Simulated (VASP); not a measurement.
# CdS (P6_3mc) in VASP: single point with PBE

Aim: the single point of CdS with PBE.

Everything below comes from runs of VASP 6.6.1. Logs are shortened: lines on timing, memory, paths and dates and some standing lists are left out, and cuts for length are marked.

**1. The cell of the first run**

It takes space group P6_3mc (No. 186, hexagonal). Conventional cell: a = 4.165 Å, b = 4.165 Å, c = 6.766 Å, α = 90.00°, β = 90.00°, γ = 120.00°. Within 3.4 Å of Cd (site symmetry 3m) lie 4 S at 2.54 to 2.55 Å. Within 3.4 Å of S (site symmetry 3m) lie 4 Cd at 2.54 to 2.55 Å.

**2. Single point, PBE**

INCAR

```
SYSTEM = CdS
  ALGO = Normal
  EDIFF = 1E-6
  ENCUT = 520
  GGA = PE
  ISIF = 2
  ISMEAR = 0
  LASPH = .TRUE.
  LCHARG = .TRUE.
  LELF = .TRUE.
  LREAL = .FALSE.
  LVHAR = .TRUE.
  LWAVE = .FALSE.
  NBANDS = 26
  NELM = 60
  PREC = Accurate
  SIGMA = 0.01
```

KPOINTS

```
k-points
0
G
  6 6 4
  0 0 0
```

POSCAR

```
CdS
1.0
    4.1646212284      0.0000000000      0.0000000000
   -2.0823106142      3.6066677809      0.0000000000
    0.0000000000      0.0000000000      6.7659754677
Cd S
2 2
Direct
    0.3333333333      0.6666666667     -0.0009650866
    0.6666666667      0.3333333333      0.4990349134
    0.3333333333      0.6666666667      0.3759650866
    0.6666666667      0.3333333333      0.8759650866
```

Potentials or basis: VASP PAW PBE potentials, release 64 (Cd, S).

Launch:

```bash
$ cat potpaw_PBE.64/Cd/POTCAR potpaw_PBE.64/S/POTCAR > POTCAR
$ mpirun -np 1 vasp_std > vasp.out
```

OUTCAR:

```text
SYSTEM = CdS
   EDIFF = 1E-6
   ENCUT = 520
   GGA = PE
   ISIF = 2
   ISMEAR = 0
   LASPH = .TRUE.
   LREAL = .FALSE.
   NELM = 60
   PREC = Accurate

 ion  position               nearest neighbor table
   1  0.333  0.667  0.999-   4 2.54   4 2.54   4 2.54   3 2.55
   2  0.667  0.333  0.499-   3 2.54   3 2.54   3 2.54   4 2.55
   3  0.333  0.667  0.376-   2 2.54   2 2.54   2 2.54   1 2.55
   4  0.667  0.333  0.876-   1 2.54   1 2.54   1 2.54   2 2.55

  LATTYP: Found a hexagonal cell.
 ALAT       =     4.1646212284
 C/A-ratio  =     1.6246316523

  Lattice vectors:

 A1 = (   4.1646212284,   0.0000000000,   0.0000000000)
 A2 = (  -2.0823106142,   3.6066677809,   0.0000000000)
 A3 = (   0.0000000000,   0.0000000000,   6.7659754677)

Analysis of symmetry for initial positions (statically):
=====================================================================
 Subroutine PRICEL returns:
 Original cell was already a primitive cell.

 Routine SETGRP: Setting up the symmetry group for a
 hexagonal supercell.

 Subroutine GETGRP returns: Found 12 space group operations
 (whereof  6 operations were pure point group operations)
 out of a pool of 24 trial point group operations.

The static configuration has the point symmetry C_3v.
 The point group associated with its full space group is C_6v.

Analysis of symmetry for dynamics (positions and initial velocities):
=====================================================================
 Subroutine PRICEL returns:
 Original cell was already a primitive cell.

 Routine SETGRP: Setting up the symmetry group for a
 hexagonal supercell.

 Subroutine GETGRP returns: Found 12 space group operations
 (whereof  6 operations were pure point group operations)
 out of a pool of 24 trial point group operations.

The dynamic configuration has the point symmetry C_3v.
 The point group associated with its full space group is C_6v.

 Subroutine INISYM returns: Found 12 space group operations
 (whereof  6 operations are pure point group operations),
 and found     1 'primitive' translations

----------------------------------------------------------------------------------------

                                     Primitive cell

  volume of cell :     101.6277

  direct lattice vectors                    reciprocal lattice vectors
     4.164621228  0.000000000  0.000000000     0.240117875  0.138632120  0.000000000
    -2.082310614  3.606667781  0.000000000     0.000000000  0.277264240  0.000000000
     0.000000000  0.000000000  6.765975468     0.000000000  0.000000000  0.147798348

  length of vectors
     4.164621228  4.164621228  6.765975468     0.277264240  0.277264240  0.147798348

  position of ions in fractional coordinates (direct lattice)
     0.333333333  0.666666667  0.999034913
     0.666666667  0.333333333  0.499034913
     0.333333333  0.666666667  0.375965087
     0.666666667  0.333333333  0.875965087

  ion indices of the primitive-cell ions
   primitive index   ion index
                 1           1
                 2           2
                 3           3
                 4           4

----------------------------------------------------------------------------------------

 KPOINTS: k-points

Automatic generation of k-mesh.
 Grid dimensions read from file:
 generate k-points for:    6    6    4

 Generating k-lattice:

  Cartesian coordinates                     Fractional coordinates (reciprocal lattice)
     0.040019646  0.023105353  0.000000000     0.166666667  0.000000000  0.000000000
     0.000000000  0.046210707  0.000000000     0.000000000  0.166666667  0.000000000
     0.000000000  0.000000000  0.036949587     0.000000000  0.000000000  0.250000000

  Length of vectors
     0.046210707  0.046210707  0.036949587

  Shift w.r.t. Gamma in fractional coordinates (k-lattice)
     0.000000000  0.000000000  0.000000000

 Subroutine IBZKPT returns following result:
 ===========================================

 Found     21 irreducible k-points:

 Following reciprocal coordinates:
            Coordinates               Weight
  0.000000  0.000000  0.000000      1.000000
  0.166667 -0.000000  0.000000      6.000000
  0.333333  0.000000  0.000000      6.000000
  0.500000  0.000000  0.000000      3.000000
  0.166667  0.166667  0.000000      6.000000
  0.333333  0.166667  0.000000     12.000000
[... 13 lines left out ...]
  0.333333  0.166667  0.500000     12.000000
  0.333333  0.333333  0.500000      2.000000
   k-points           NKPTS =     21   k-points in BZ     NKDIM =     21   number of bands    NBANDS=     26
   number of dos      NEDOS =    301   number of ions     NIONS =      4
   total plane-waves  NPLWV =  51200
   dimension x,y,z NGX =    32 NGY =   32 NGZ =   50
   dimension x,y,z NGXF=    64 NGYF=   64 NGZF=  100
   ions per type =               2   2
   NGX,Y,Z   is equivalent  to a cutoff of  12.77, 12.77, 12.29 a.u.
   NGXF,Y,Z  is equivalent  to a cutoff of  25.55, 25.55, 24.57 a.u.
 SYSTEM =  CdS
   PREC   = accura    normal or accurate (medium, high low for compatibility)
   ISTART =      0    job   : 0-new  1-cont  2-samecut
   ICHARG =      2    charge: 1-file 2-atom 10-const
   ISPIN  =      1    spin polarized calculation?
   LNONCOLLINEAR =      F non collinear calculations
   LSORBIT =      F    spin-orbit coupling
   LASPH  =      T    aspherical Exc in radial PAW
   ENCUT  =  520.0 eV  38.22 Ry    6.18 a.u.   7.74  7.74 12.58*2*pi/ulx,y,z
   NELM   =     60;   NELMIN=  2; NELMDL= -5     # of ELM steps
   EDIFF  = 0.1E-05   stopping-criterion for ELM
   LREAL  =      F    real-space projection
   EDIFFG = 0.1E-04   stopping-criterion for IOM
   NSW    =      0    number of steps for IOM
   IBRION =     -1    ionic relax: 0-MD 1-quasi-New 2-CG
   NFREE  =      0    steps in history (QN), initial steepest desc. (CG)
   ISIF   =      2    stress and relaxation
   ISYM   =      2    0-nonsym 1-usesym 2-fastsym
   POTIM  = 0.5000    time-step for ionic-motion
   TEBEG  =    0.0;   TEEND  =   0.0 temperature during run
   PSTRESS=    0.0 pullay stress
   NELECT =      36.0000    total number of electrons
   NUPDOWN=      -1.0000    fix difference up-down
   EMIN   =  10.00;   EMAX   =-10.00  energy-range for DOS
   EFERMI =   0.00;   METHOD = LEGACY
   ISMEAR =     0;   SIGMA  =   0.01  broadening in eV -4-tet -1-fermi 0-gaus
   EFERMI_NEDOS =   21; number of points for ismear=-14 and -15
   IALGO  =     38    algorithm
   IMIX   =      4    mixing-type and parameters
     AMIX     =   0.40;   BMIX     =  1.00
     AMIX_MAG =   1.60;   BMIX_MAG =  1.00
  volume/ion in A,a.u.               =      25.41       171.45
  Fermi-wavevector in a.u.,A,eV,Ry     =   1.158346  2.188957 18.255828  1.341765
  Thomas-Fermi vector in A             =   2.294949
   LORBIT       =      0    0 simple, 1 ext, 2 COOP (PROOUT), +10 PAW based schemes
   GGA     = PE    functional components
   LHFCALC =     F    Hartree Fock is set to
   AEXX    =    0.0000 exact exchange contribution
   IVDW    =     0    specifies the selected vdW correction
   LEPSILON=     F    determine dielectric tensor
   LRPA    =     F    only Hartree local field effects (RPA)
 non-spin polarized calculation
 Gauss-broadening in eV      SIGMA  =   0.01
  energy-cutoff  :      520.00
  volume of cell :      101.63
 maximum number of plane-waves:      2786
 NGX is ok and might be reduce to    32
   NGX = 15   NGY = 15   NGZ = 25

 number of electron      35.9999998 magnetization

 Free energy of the ion-electron system (eV)
  ---------------------------------------------------
  ext. energy  EPLUGINS =         0.00000000
  ---------------------------------------------------
  free energy    TOTEN  =       -12.28148863 eV

  energy without entropy =      -12.28148863  energy(sigma->0) =      -12.28148863

 E-fermi :   1.1915     XC(G=0):  -9.0319

 val. band max:        1.1102982901   @ k =   0.0000   0.0000   0.0000
 cond. band min:       2.2844727319   @ k =   0.0000   0.0000   0.0000
 fundamental gap:      1.1741744417
 Fermi energy:         1.1915135227

 k-point     1 :       0.0000    0.0000    0.0000
  band No.  band energies     occupation
      1     -11.1173      2.00000
      2     -10.7065      2.00000
      3      -6.5128      2.00000
      4      -6.5077      2.00000
      5      -6.5077      2.00000
      6      -6.4283      2.00000
[... 18 lines left out ...]
     25       8.6784      0.00000
     26       8.7636      0.00000

 k-point     2 :       0.1667   -0.0000    0.0000
  band No.  band energies     occupation
      1     -11.0270      2.00000
      2     -10.6678      2.00000
      3      -6.4837      2.00000
      4      -6.4720      2.00000
      5      -6.4359      2.00000
      6      -6.3823      2.00000
[... 18 lines left out ...]
     25       8.6231      0.00000
     26       9.2429      0.00000

 k-point     3 :       0.3333    0.0000    0.0000
  band No.  band energies     occupation
      1     -10.8322      2.00000
      2     -10.6033      2.00000
      3      -6.4326      2.00000
      4      -6.4173      2.00000
      5      -6.2977      2.00000
      6      -6.2746      2.00000
[... 18 lines left out ...]
     25       9.4377      0.00000
     26       9.8899      0.00000

 k-point     4 :       0.5000    0.0000    0.0000
  band No.  band energies     occupation
      1     -10.7171      2.00000
      2     -10.5885      2.00000
      3      -6.4176      2.00000
      4      -6.4005      2.00000
      5      -6.2262      2.00000
      6      -6.2222      2.00000
[... 18 lines left out ...]
     25       9.4867      0.00000
     26      11.1712      0.00000

 k-point     5 :       0.1667    0.1667    0.0000
  band No.  band energies     occupation
      1     -10.8838      2.00000
      2     -10.6171      2.00000
      3      -6.4393      2.00000
      4      -6.4289      2.00000
      5      -6.3235      2.00000
      6      -6.3210      2.00000
[... 18 lines left out ...]
     25       9.1952      0.00000
     26       9.7363      0.00000

 k-point     6 :       0.3333    0.1667    0.0000
  band No.  band energies     occupation
      1     -10.7185      2.00000
      2     -10.5890      2.00000
      3      -6.4297      2.00000
      4      -6.3734      2.00000
      5      -6.2476      2.00000
      6      -6.2351      2.00000
[... 340 lines left out ...]
 k-point    18 :       0.5000    0.0000    0.5000
  band No.  band energies     occupation
      1     -10.6429      2.00000
      2     -10.6429      2.00000
      3      -6.3865      2.00000
      4      -6.3865      2.00000
      5      -6.3091      2.00000
      6      -6.3091      2.00000
[... 18 lines left out ...]
     25       9.5085      0.00000
     26       9.5085      0.00000

 k-point    19 :       0.1667    0.1667    0.5000
  band No.  band energies     occupation
      1     -10.7423      2.00000
      2     -10.7423      2.00000
      3      -6.3895      2.00000
      4      -6.3895      2.00000
      5      -6.3640      2.00000
      6      -6.3640      2.00000
[... 18 lines left out ...]
     25       9.0965      0.00000
     26       9.0965      0.00000

 k-point    20 :       0.3333    0.1667    0.5000
  band No.  band energies     occupation
      1     -10.6438      2.00000
      2     -10.6438      2.00000
      3      -6.3626      2.00000
      4      -6.3626      2.00000
      5      -6.3178      2.00000
      6      -6.3178      2.00000
[... 18 lines left out ...]
     25       9.5585      0.00000
     26       9.5585      0.00000

 k-point    21 :       0.3333    0.3333    0.5000
  band No.  band energies     occupation
      1     -10.6121      2.00000
      2     -10.6121      2.00000
      3      -6.3333      2.00000
      4      -6.3333      2.00000
      5      -6.3174      2.00000
      6      -6.3174      2.00000
[... 18 lines left out ...]
     25      10.4448      0.00000
     26      10.4448      0.00000

------------------------ aborting loop because EDIFF is reached ----------------------------------------

  FORCE on cell =-STRESS in cart. coord.  units (eV):
  Direction    XX          YY          ZZ          XY          YZ          ZX
  --------------------------------------------------------------------------------------
  -------------------------------------------------------------------------------------
  Total        1.0668316      1.0668316      1.1053183      0.0000000      0.0000000      0.0000000
  in kB       16.8187757     16.8187757     17.4255245      0.0000000      0.0000000      0.0000000
  external PRESSURE =      17.0210253 kB  Pullay stress =       0.0000000 kB

 VOLUME and BASIS-vectors are now :
 -----------------------------------------------------------------------------
  energy-cutoff  :      520.00
  volume of cell :      101.63
      direct lattice vectors                 reciprocal lattice vectors
     4.164621228  0.000000000  0.000000000     0.240117875  0.138632120  0.000000000
    -2.082310614  3.606667781  0.000000000     0.000000000  0.277264240  0.000000000
     0.000000000  0.000000000  6.765975468     0.000000000  0.000000000  0.147798348

 POSITION                                       TOTAL-FORCE (eV/Angst)
 -----------------------------------------------------------------------------------
     -0.00000      2.40445      6.75945         0.000000      0.000000      0.002026
      2.08231      1.20222      3.37646         0.000000      0.000000      0.002026
     -0.00000      2.40445      2.54377        -0.000000     -0.000000     -0.002026
      2.08231      1.20222      5.92676         0.000000      0.000000     -0.002026
 -----------------------------------------------------------------------------------
    total drift:                               -0.000000     -0.000000     -0.001026

  FREE ENERGIE OF THE ION-ELECTRON SYSTEM (eV)
  ---------------------------------------------------
  free  energy   TOTEN  =       -12.2814886284 eV

  energy  without entropy=      -12.2814886284  energy(sigma->0) =      -12.28148863
```

Run time: 74 s. Hardware: 1 thread of Intel Xeon 8259CL, shared host; peak memory 0.24 GiB.

What came out:

```
Free energy            : -12.2815 eV
Pressure               : 1.7 GPa
Band gap on the k mesh : 1.17 eV
```

Forces on the atoms (eV/Å):
```
Cd   0.000  0.000  0.002
Cd   0.000  0.000  0.002
S    0.000  0.000 -0.002
S    0.000  0.000 -0.002
```
